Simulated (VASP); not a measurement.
# SrCl2 (R-3m) in VASP: further runs, part 2 of 2

VASP 6.6.1. The steps go on from the part before.

## 5. Single point, PBEsol

This run uses another cell than the first one, of 27.47 Å³/atom.

INCAR reads:

```
SYSTEM = SrCl2
ALGO = Normal
EDIFF = 1E-6
ENCUT = 520
GGA = PS
ISIF = 2
ISMEAR = 0
LASPH = .True.
LCHARG = .True.
LELF = .True.
LREAL = .False.
LVHAR = .True.
LWAVE = .False.
NBANDS = 19
NELM = 100
PREC = Accurate
SIGMA = 0.05
```

KPOINTS reads:

```
k-points
0
Gamma
  8 8 8
  0 0 0
```

POSCAR reads:

```
SrCl2
1.0
    2.4416991184      1.4097156433      3.9901315514
   -2.4416991184      1.4097156433      3.9901315514
    0.0000000000     -2.8194312866      3.9901315514
Sr Cl
1 2
Direct
    0.0000000000      0.0000000000      0.0000000000
    0.2499365507      0.2499365507      0.2499365507
    0.7500634493      0.7500634493      0.7500634493
```

Launch:

```
> cat potpaw_PBE.64/Sr_sv/POTCAR potpaw_PBE.64/Cl/POTCAR > POTCAR
> mpirun -np 1 vasp_std > vasp.out
```

Run time: 90 s. Hardware: 1 thread of Oxide Virtual Turin-like, shared host; peak memory 0.23 GiB.

The run converged. Its results:

- Free energy: -13.3425 eV
- Pressure: 0.1 GPa
- Band gap on the k mesh: 5.24 eV (least direct gap 5.34 eV)

Levels at points of the mesh, in eV from the valence-band top:
| k point | band 8 | band 9 | band 10 | band 11 | band 12 | band 13 | band 14 | band 15 | band 16 | band 17 |
| --- | --- | --- | --- | --- | --- | --- | --- | --- | --- | --- |
| (0.00, 0.00, 0.00) | -2.28 | -2.28 | -0.36 | -0.36 | -0.36 | 5.24 | 5.96 | 5.96 | 8.92 | 8.93 |
| (0.50, 0.00, 0.00) | -1.69 | -1.59 | -1.41 | -1.11 | -1.11 | 6.62 | 6.63 | 7.52 | 7.74 | 8.70 |
| (0.50, 0.50, 0.00) | -1.98 | -1.98 | -0.44 | -0.44 | 0.00 | 5.34 | 7.00 | 7.58 | 8.02 | 8.03 |
| (0.50, 0.50, 0.50) | -1.69 | -1.59 | -1.41 | -1.11 | -1.11 | 6.62 | 6.62 | 7.51 | 7.74 | 8.70 |

Caveat: the PAW data sets were made with another functional, which shifts forces and pressure a little.

## 6. Single point, PBEsol (28.02 Å³/atom)

This run uses another cell than the first one, of 28.02 Å³/atom.

INCAR reads:

```
PREC = Accurate ; ENCUT = 520
EDIFF = 1E-6 ; ISMEAR = 0
SIGMA = 0.05 ; LREAL = False
LASPH = True ; NELM = 100
ALGO = Normal ; ISIF = 2
LWAVE = False ; LCHARG = False
GGA = PS ; NBANDS = 19
```

KPOINTS reads:

```
Automatic mesh
0
Gamma
  8 8 8
```

POSCAR reads:

```
SrCl2
1.0
    2.4578697825      1.4190517806      4.0165570338
   -2.4578697825      1.4190517806      4.0165570338
    0.0000000000     -2.8381035611      4.0165570338
Sr Cl
1 2
Direct
    0.0000000000      0.0000000000      0.0000000000
    0.2499365507      0.2499365507      0.2499365507
    0.7500634493      0.7500634493      0.7500634493
```

Potentials or basis: VASP PAW PBE potentials, release 64 (Sr_sv, Cl).

Launch:

```
> cat potpaw_PBE.64/Sr_sv/POTCAR potpaw_PBE.64/Cl/POTCAR > POTCAR
> mpirun -np 1 vasp_std > vasp.out
```

OUTCAR:

```text
PREC = Accurate
   ENCUT = 520
   EDIFF = 1E-6
   ISMEAR = 0
   LREAL = False
   LASPH = True
   NELM = 100
   ISIF = 2
   GGA = PS

 ion  position               nearest neighbor table
   1  0.000  0.000  0.000-   3 3.01   2 3.01   3 3.01   3 3.01   2 3.01   2 3.01   3 3.01   2 3.01

   2  0.250  0.250  0.250-   1 3.01   1 3.01   1 3.01   1 3.01
   3  0.750  0.750  0.750-   1 3.01   1 3.01   1 3.01   1 3.01

  LATTYP: Found a trigonal (rhomboedric) cell.
 ALAT       =     4.9180852198
 COS(alpha) =     0.5004768310

[... 721 lines left out ...]

  FORCE on cell =-STRESS in cart. coord.  units (eV):
  Direction    XX          YY          ZZ          XY          YZ          ZX
  --------------------------------------------------------------------------------------
  -------------------------------------------------------------------------------------
  Total       -0.3114043     -0.3114043     -0.3164009      0.0000000     -0.0000000      0.0000000
  in kB       -5.9357121     -5.9357121     -6.0309533      0.0000000     -0.0000000      0.0000000
  external PRESSURE =      -5.9674592 kB  Pullay stress =       0.0000000 kB

 VOLUME and BASIS-vectors are now :
 -----------------------------------------------------------------------------
  energy-cutoff  :      520.00
  volume of cell :       84.05
      direct lattice vectors                 reciprocal lattice vectors
     2.457869782  1.419051781  4.016557034     0.203428190  0.117449320  0.082989817
    -2.457869782  1.419051781  4.016557034    -0.203428190  0.117449320  0.082989817
     0.000000000 -2.838103561  4.016557034     0.000000000 -0.234898640  0.082989817

 POSITION                                       TOTAL-FORCE (eV/Angst)
 -----------------------------------------------------------------------------------
      0.00000      0.00000      0.00000         0.000000      0.000000     -0.000000
      0.00000      0.00000      3.01165         0.000000      0.000000      0.001146
      0.00000      0.00000      9.03802         0.000000     -0.000000     -0.001146
 -----------------------------------------------------------------------------------
    total drift:                                0.000000      0.000000     -0.000000

  FREE ENERGIE OF THE ION-ELECTRON SYSTEM (eV)
  ---------------------------------------------------
  free  energy   TOTEN  =       -13.3406463367 eV

  energy  without entropy=      -13.3406463367  energy(sigma->0) =      -13.34064634
```

stdout:

```text
POSCAR found type information on POSCAR SrCl
 POSCAR found :  2 types and       3 ions
 scaLAPACK will be used
 -----------------------------------------------------------------------------
|                                                                             |
|                                                                             |
|     You enforced a specific xc type in the INCAR file but a different       |
|     I HOPE YOU KNOW WHAT YOU ARE DOING!                                     |
|                                                                             |
 -----------------------------------------------------------------------------

 LDA part: xc-table for (Slater+PW92), standard interpolation
 POSCAR, INCAR and KPOINTS ok, starting setup
 FFT: planning ... GRIDC
 FFT: planning ... GRID_SOFT
 FFT: planning ... GRID
 WAVECAR not read
 entering main loop
```

Run time: 2.5 min. Hardware: 1 thread of Oxide Virtual Turin-like, shared host; peak memory 0.26 GiB.

Results:

- Free energy: -13.3406 eV
- Pressure: -0.6 GPa
- Band gap on the k mesh: 5.17 eV (least direct gap 5.35 eV)

Caveat: the PAW data sets were made with another functional, which shifts forces and pressure a little. A k mesh can miss the band edges.

## 7. The runs side by side

| cell | gap on the mesh (eV) | pressure (GPa) |
| --- | --- | --- |
| a = 4.820 Å, angles 60.0°, 3 atoms | 5.30 | 1.9 |
| a = 4.853 Å, angles 60.0°, 3 atoms | 5.32 | 1.0 |
| a = 4.886 Å, angles 60.0°, 3 atoms | 5.24 | 0.1 |
| a = 4.918 Å, angles 60.0°, 3 atoms | 5.17 | -0.6 |

Alike in all rows: task single point; level PBEsol; potentials or basis VASP PAW PBE potentials, release 64 (Sr_sv, Cl); no spin polarisation; k mesh 8 × 8 × 8; cutoff (eV) 520; smearing gaussian 0.05 eV.

Caveats: the PAW data sets were made with another functional, which shifts forces and pressure a little.

Total energies depend on the potentials used, so only differences within one code and one set of settings carry meaning.
